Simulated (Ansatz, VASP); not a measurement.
**Two plane-wave programs on C**

File INCAR:

```
  AGGAC = 1.0
  AGGAX = 1.0
  ALDAC = 0.0
  ALDAX = 1.0
  ALGO = Normal
  EDIFF = 1E-6
  ENCUT = 520
  GGA = B5
  ISIF = 2
  ISMEAR = -1
  IVDW = 12
  LASPH = T
  LCHARG = F
  LREAL = F
  LWAVE = F
  NBANDS = 11
  NELM = 100
  PREC = Accurate
  SIGMA = 0.05
  VDW_A1 = 0.4298
  VDW_A2 = 4.2359
  VDW_S6 = 1.0
  VDW_S8 = 2.6996
```

File KPOINTS:

```
k-points
0
Gamma
  13 13 13
```

File POSCAR:

```
C
1.0
    0.0000000000      1.7833700000      1.7833700000
    1.7833700000      0.0000000000      1.7833700000
    1.7833700000      1.7833700000      0.0000000000
C
2
Direct
    0.7500000000      0.7500000000      0.7500000000
    0.5000000000      0.5000000000      0.5000000000
```

Contents of input.yaml:

```yaml
crystal:
  lattice:
    - [0.0, 1.78337, 1.78337]
    - [1.78337, 0.0, 1.78337]
    - [1.78337, 1.78337, 0.0]
  atoms:
    - { symbol: C, position: [0.75, 0.75, 0.75] }
    - { symbol: C, position: [0.5, 0.5, 0.5] }
hamiltonian:
  xc: blyp
  pseudopotentials: { kind: paw }
  dispersion: d3bj
kpoints:
  mp_grid: { grid: [13, 13, 13] }
scf:
  occupations: { method: fermi_dirac, width: 0.05 }
output:
  forces: true
  stress: true
  eigenvalues: true
  write_density: true
  write_potential: true
  elf: true
  volumetric_format: npy
```

Alike in both runs: task single point; functional BLYP; dispersion D3(BJ); k mesh 13 × 13 × 13; occupations fermi-dirac, width 0.05 eV; no spin polarisation.

|  | VASP | Ansatz |
| --- | --- | --- |
| version | VASP 6.6.1 | Ansatz 0.2.0 |
| potentials or method | VASP PAW PBE potentials, release 64 (C) | Ansatz PAW |
| plane-wave cutoff (eV) | 520 | 420 |
| valence electrons in the cell | 8 | 8 |

VASP gave:

* gap on the k mesh at the Fermi level (eV): 4.47
* least direct gap on the mesh (eV): 5.74
* pressure (GPa): 1.5

Task: Which values does Ansatz return?

Result: gap on the k mesh at the Fermi level (eV): 4.47; least direct gap on the mesh (eV): 5.73; pressure (GPa): 0.7.

VASP's potentials were made for PBE, not for BLYP.

Noted on Ansatz's run: Pulay correction over one GPa; odd divisions of the mesh miss points on the zone boundary, where band edges often lie, so the gap on the mesh can be too wide.
